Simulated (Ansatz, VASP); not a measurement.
# C: VASP beside Ansatz

```
C
1.0
     0.02423    1.80026    1.80026
     1.80026    0.02423    1.80026
     1.80026    1.80026    0.02423
C
2
Cartesian
  0.0003 0.0003 0.0003
  0.9058 0.9058 0.9058
```

Change from the starting cell: strained cell.

Alike in both runs: functional PBEsol; k mesh 9 × 9 × 9; occupations gaussian, width 0.02 eV; no spin polarisation.

Ansatz relaxed the structure, and its values are those at the end. VASP's run is a single point on that final structure, the one shown.

|  | VASP | Ansatz |
| --- | --- | --- |
| version | VASP 6.6.1 | Ansatz 0.2.0 |
| potentials or method | VASP PAW PBE potentials, release 64 (C), cutoff 600 eV | scalar-relativistic, plane waves, PAW |
| valence electrons in the cell | 8 | 8 |

VASP gave:

- gap on the k mesh at the Fermi level (eV): 3.99
- least direct gap on the mesh (eV): 5.09
- pressure (GPa): -7.6
- rms of the force components (eV/Å): 0.004

Problem. Estimate Ansatz's values.

Solution. gap on the k mesh at the Fermi level (eV): 3.99; least direct gap on the mesh (eV): 5.09; pressure (GPa): -8.0; rms of the force components (eV/Å): 0.000.

VASP's potentials were made for PBE, not for PBEsol, and Ansatz warns of the same on its side. With one functional, cell and mesh, what is left measures potentials, basis and numerics. Ansatz's warnings: stress scf threshold loose.
